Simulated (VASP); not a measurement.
# C (P6_3/mmc) in VASP: a series of runs, part 2 of 3

VASP 6.6.1.

### Step 3. Single point, PBEsol (strained cell)

Input file INCAR:

```
SYSTEM = C
PREC = Accurate
ENCUT = 520
EDIFF = 1E-6
ISMEAR = 0
SIGMA = 0.02
LREAL = .FALSE.
LASPH = .TRUE.
NELM = 60
ALGO = Normal
ISIF = 2
LWAVE = .FALSE.
LCHARG = .FALSE.
GGA = PS
NBANDS = 16
```

Input file KPOINTS:

```
regular mesh
0
G
  9 9 6
  0 0 0
```

Input file POSCAR:

```
C
1.0
    2.4612466107      0.0000000000      0.0000000000
   -1.2306233054      2.1315020899      0.0000000000
    0.0000000000      0.0000000000      4.1980341063
C
4
Direct
    0.3333333333      0.6666666667      0.0000300286
    0.6666666667      0.3333333333      0.5000300286
    0.3333333333      0.6666666667      0.3739699714
    0.6666666667      0.3333333333      0.8739699714
```

Potentials or basis: VASP PAW PBE potentials, release 64 (C).

On the command line:

```sh
> cat potpaw_PBE.64/C/POTCAR > POTCAR
> mpirun -np 1 vasp_std > vasp.out
```

OUTCAR:

```text
SYSTEM = C
   PREC = Accurate
   ENCUT = 520
   EDIFF = 1E-6
   ISMEAR = 0
   LREAL = .FALSE.
   LASPH = .TRUE.
   NELM = 60
   ISIF = 2
   GGA = PS

 ion  position               nearest neighbor table
   1  0.333  0.667  0.000-   4 1.52   4 1.52   4 1.52   3 1.57
   2  0.667  0.333  0.500-   3 1.52   3 1.52   3 1.52   4 1.57
   3  0.333  0.667  0.374-   2 1.52   2 1.52   2 1.52   1 1.57
   4  0.667  0.333  0.874-   1 1.52   1 1.52   1 1.52   2 1.57

  LATTYP: Found a hexagonal cell.
 ALAT       =     2.4612466107
 C/A-ratio  =     1.7056535855

  Lattice vectors:

 A1 = (   2.4612466107,   0.0000000000,   0.0000000000)
 A2 = (  -1.2306233054,   2.1315020899,   0.0000000000)
 A3 = (   0.0000000000,   0.0000000000,   4.1980341063)

Analysis of symmetry for initial positions (statically):
=====================================================================
 Subroutine PRICEL returns:
 Original cell was already a primitive cell.

 Routine SETGRP: Setting up the symmetry group for a
 hexagonal supercell.

 Subroutine GETGRP returns: Found 24 space group operations
 (whereof  6 operations were pure point group operations)
 out of a pool of 24 trial point group operations.

The static configuration has the point symmetry C_3v.
 The point group associated with its full space group is D_6h.

Analysis of symmetry for dynamics (positions and initial velocities):
=====================================================================
 Subroutine PRICEL returns:
 Original cell was already a primitive cell.

 Routine SETGRP: Setting up the symmetry group for a
 hexagonal supercell.

 Subroutine GETGRP returns: Found 24 space group operations
 (whereof  6 operations were pure point group operations)
 out of a pool of 24 trial point group operations.

The dynamic configuration has the point symmetry C_3v.
 The point group associated with its full space group is D_6h.

 Subroutine INISYM returns: Found 24 space group operations
 (whereof  6 operations are pure point group operations),
 and found     1 'primitive' translations

----------------------------------------------------------------------------------------

                                     Primitive cell

  volume of cell :      22.0235

  direct lattice vectors                    reciprocal lattice vectors
     2.461246611  0.000000000  0.000000000     0.406298173  0.234576359  0.000000000
    -1.230623305  2.131502090  0.000000000     0.000000000  0.469152719  0.000000000
     0.000000000  0.000000000  4.198034106     0.000000000  0.000000000  0.238206736

  length of vectors
     2.461246611  2.461246611  4.198034106     0.469152719  0.469152719  0.238206736

  position of ions in fractional coordinates (direct lattice)
     0.333333333  0.666666667  0.000030029
     0.666666667  0.333333333  0.500030029
     0.333333333  0.666666667  0.373969971
     0.666666667  0.333333333  0.873969971

  ion indices of the primitive-cell ions
   primitive index   ion index
                 1           1
                 2           2
                 3           3
                 4           4

[... 25 lines left out ...]

 Following reciprocal coordinates:
            Coordinates               Weight
  0.000000  0.000000  0.000000      1.000000
  0.111111 -0.000000  0.000000      6.000000
  0.222222 -0.000000  0.000000      6.000000
  0.333333  0.000000  0.000000      6.000000
  0.444444 -0.000000  0.000000      6.000000
  0.111111  0.111111  0.000000      6.000000
[... 16 lines left out ...]
  0.333333  0.222222  0.166667     24.000000
  0.333333  0.333333  0.166667      4.000000
 [... further k-points ...]
   k-points           NKPTS =     48   k-points in BZ     NKDIM =     48   number of bands    NBANDS=     16
   number of dos      NEDOS =    301   number of ions     NIONS =      4
   total plane-waves  NPLWV =  10368
   dimension x,y,z NGX =    18 NGY =   18 NGZ =   32
   dimension x,y,z NGXF=    36 NGYF=   36 NGZF=   64
   ions per type =               4
   NGX,Y,Z   is equivalent  to a cutoff of  12.16, 12.16, 12.67 a.u.
   NGXF,Y,Z  is equivalent  to a cutoff of  24.32, 24.32, 25.34 a.u.
 SYSTEM =  C
   PREC   = accura    normal or accurate (medium, high low for compatibility)
   ISTART =      0    job   : 0-new  1-cont  2-samecut
   ICHARG =      2    charge: 1-file 2-atom 10-const
   ISPIN  =      1    spin polarized calculation?
   LNONCOLLINEAR =      F non collinear calculations
   LSORBIT =      F    spin-orbit coupling
   LASPH  =      T    aspherical Exc in radial PAW
   ENCUT  =  520.0 eV  38.22 Ry    6.18 a.u.   4.58  4.58  7.81*2*pi/ulx,y,z
   NELM   =     60;   NELMIN=  2; NELMDL= -5     # of ELM steps
   EDIFF  = 0.1E-05   stopping-criterion for ELM
   LREAL  =      F    real-space projection
   EDIFFG = 0.1E-04   stopping-criterion for IOM
   NSW    =      0    number of steps for IOM
   IBRION =     -1    ionic relax: 0-MD 1-quasi-New 2-CG
   NFREE  =      0    steps in history (QN), initial steepest desc. (CG)
   ISIF   =      2    stress and relaxation
   ISYM   =      2    0-nonsym 1-usesym 2-fastsym
   POTIM  = 0.5000    time-step for ionic-motion
   TEBEG  =    0.0;   TEEND  =   0.0 temperature during run
   PSTRESS=    0.0 pullay stress
   NELECT =      16.0000    total number of electrons
   NUPDOWN=      -1.0000    fix difference up-down
   EMIN   =  10.00;   EMAX   =-10.00  energy-range for DOS
   EFERMI =   0.00;   METHOD = LEGACY
   ISMEAR =     0;   SIGMA  =   0.02  broadening in eV -4-tet -1-fermi 0-gaus
   EFERMI_NEDOS =   21; number of points for ismear=-14 and -15
   IALGO  =     38    algorithm
   IMIX   =      4    mixing-type and parameters
     AMIX     =   0.40;   BMIX     =  1.00
     AMIX_MAG =   1.60;   BMIX_MAG =  1.00
  volume/ion in A,a.u.               =       5.51        37.16
  Fermi-wavevector in a.u.,A,eV,Ry     =   1.471700  2.781109 29.468859  2.165900
  Thomas-Fermi vector in A             =   2.586804
   LORBIT       =      0    0 simple, 1 ext, 2 COOP (PROOUT), +10 PAW based schemes
   GGA     = PS    functional components
   LHFCALC =     F    Hartree Fock is set to
   AEXX    =    0.0000 exact exchange contribution
   IVDW    =     0    specifies the selected vdW correction
   LEPSILON=     F    determine dielectric tensor
   LRPA    =     F    only Hartree local field effects (RPA)
 non-spin polarized calculation
 Gauss-broadening in eV      SIGMA  =   0.02
  energy-cutoff  :      520.00
  volume of cell :       22.02
 maximum number of plane-waves:       614
   NGX =  9   NGY =  9   NGZ = 15

 number of electron      15.9999994 magnetization

 Free energy of the ion-electron system (eV)
  ---------------------------------------------------
  ext. energy  EPLUGINS =         0.00000000
  ---------------------------------------------------
  free energy    TOTEN  =       -38.34926812 eV

  energy without entropy =      -38.34926812  energy(sigma->0) =      -38.34926812

 E-fermi :  10.5864     XC(G=0): -13.5762

 val. band max:       10.4549064114   @ k =   0.0000   0.0000   0.0000
 cond. band min:      13.3523522175   @ k =   0.3333   0.3333   0.0000
 fundamental gap:      2.8974458061
 Fermi energy:        10.5864126401

 k-point     1 :       0.0000    0.0000    0.0000
  band No.  band energies     occupation
      1     -11.8078      2.00000
      2      -6.3583      2.00000
      3      -3.6820      2.00000
      4       7.5117      2.00000
      5       7.5117      2.00000
      6       9.8605      2.00000
[... 433 lines left out ...]
      3      -0.9104      2.00000
      4      -0.3328      2.00000
      5      -0.3328      2.00000
      6       2.4813      2.00000
[... 8 lines left out ...]
     15      26.6629      0.00000
     16      26.6629      0.00000

 [... further k-points ...]

------------------------ aborting loop because EDIFF is reached ----------------------------------------

  FORCE on cell =-STRESS in cart. coord.  units (eV):
  Direction    XX          YY          ZZ          XY          YZ          ZX
  --------------------------------------------------------------------------------------
  -------------------------------------------------------------------------------------
  Total        3.0561116      3.0561116     -1.4203769     -0.0000000      0.0000000      0.0000000
  in kB      222.3273726    222.3273726   -103.3302124     -0.0000000      0.0000000      0.0000000
  external PRESSURE =     113.7748443 kB  Pullay stress =       0.0000000 kB

 VOLUME and BASIS-vectors are now :
 -----------------------------------------------------------------------------
  energy-cutoff  :      520.00
  volume of cell :       22.02
      direct lattice vectors                 reciprocal lattice vectors
     2.461246611  0.000000000  0.000000000     0.406298173  0.234576359  0.000000000
    -1.230623305  2.131502090  0.000000000     0.000000000  0.469152719  0.000000000
     0.000000000  0.000000000  4.198034106     0.000000000  0.000000000  0.238206736

 POSITION                                       TOTAL-FORCE (eV/Angst)
 -----------------------------------------------------------------------------------
     -0.00000      1.42100      0.00013         0.000000      0.000000      0.014995
      1.23062      0.71050      2.09914        -0.000000     -0.000000      0.014995
     -0.00000      1.42100      1.56994        -0.000000      0.000000     -0.014995
      1.23062      0.71050      3.66896         0.000000      0.000000     -0.014995
 -----------------------------------------------------------------------------------
    total drift:                               -0.000000      0.000000      0.000004

  FREE ENERGIE OF THE ION-ELECTRON SYSTEM (eV)
  ---------------------------------------------------
  free  energy   TOTEN  =       -38.3492681239 eV

  energy  without entropy=      -38.3492681239  energy(sigma->0) =      -38.34926812
```

OSZICAR:

```text
N       E                     dE             d eps       ncg     rms          rms(c)
DAV:   1     0.173587221737E+02    0.17359E+02   -0.83873E+03  1544   0.977E+02
DAV:   2    -0.381561171620E+02   -0.55515E+02   -0.51771E+02  2104   0.187E+02
DAV:   3    -0.398064085617E+02   -0.16503E+01   -0.16452E+01  1912   0.278E+01
DAV:   4    -0.398121536826E+02   -0.57451E-02   -0.57439E-02  1928   0.202E+00
DAV:   5    -0.398121824608E+02   -0.28778E-04   -0.28775E-04  1888   0.126E-01    0.823E+00
DAV:   6    -0.387256142242E+02    0.10866E+01   -0.64921E-01  1792   0.510E+00    0.485E+00
DAV:   7    -0.383486620018E+02    0.37695E+00   -0.74349E-01  1928   0.564E+00    0.102E+00
DAV:   8    -0.383492133718E+02   -0.55137E-03   -0.15417E-02  1624   0.841E-01    0.428E-02
DAV:   9    -0.383492502951E+02   -0.36923E-04   -0.71454E-05  2016   0.707E-02    0.288E-02
DAV:  10    -0.383492685956E+02   -0.18301E-04   -0.94015E-06  1728   0.252E-02    0.891E-03
DAV:  11    -0.383492681239E+02    0.47178E-06   -0.44485E-07  1464   0.568E-03
   1 F= -.38349268E+02 E0= -.38349268E+02  d E =-.776484E-23
```

stdout:

```text
POSCAR found type information on POSCAR C
 POSCAR found :  1 types and       4 ions
 scaLAPACK will be used
 -----------------------------------------------------------------------------
|                                                                             |
|                                                                             |
|     You enforced a specific xc type in the INCAR file but a different       |
|     I HOPE YOU KNOW WHAT YOU ARE DOING!                                     |
|                                                                             |
 -----------------------------------------------------------------------------

 LDA part: xc-table for (Slater+PW92), standard interpolation
 POSCAR, INCAR and KPOINTS ok, starting setup
 FFT: planning ... GRIDC
 FFT: planning ... GRID_SOFT
 FFT: planning ... GRID
 WAVECAR not read
 entering main loop
```

Wall time 21 s (1 thread of Intel Xeon 8259CL, shared host); peak memory 0.13 GiB.

What came out:

| Item | Value |
| --- | --- |
| Free energy | -38.3493 eV |
| Pressure | 11.4 GPa |
| Largest force | 0.015 eV/Å |
| Band gap on the k mesh | 2.90 eV (least direct gap 4.69 eV) |

Forces on the atoms (eV/Å):
```
C    0.000  0.000  0.015
C    0.000  0.000  0.015
C    0.000  0.000 -0.015
C    0.000  0.000 -0.015
```

Caveat: the cell differs from its parent crystal (strained cell); the cell stands under pressure; the PAW data sets were made with another functional, which shifts forces and pressure a little; an odd mesh through Γ misses points on the zone boundary, where band edges can lie.

(Continued in part 3 of 3.)
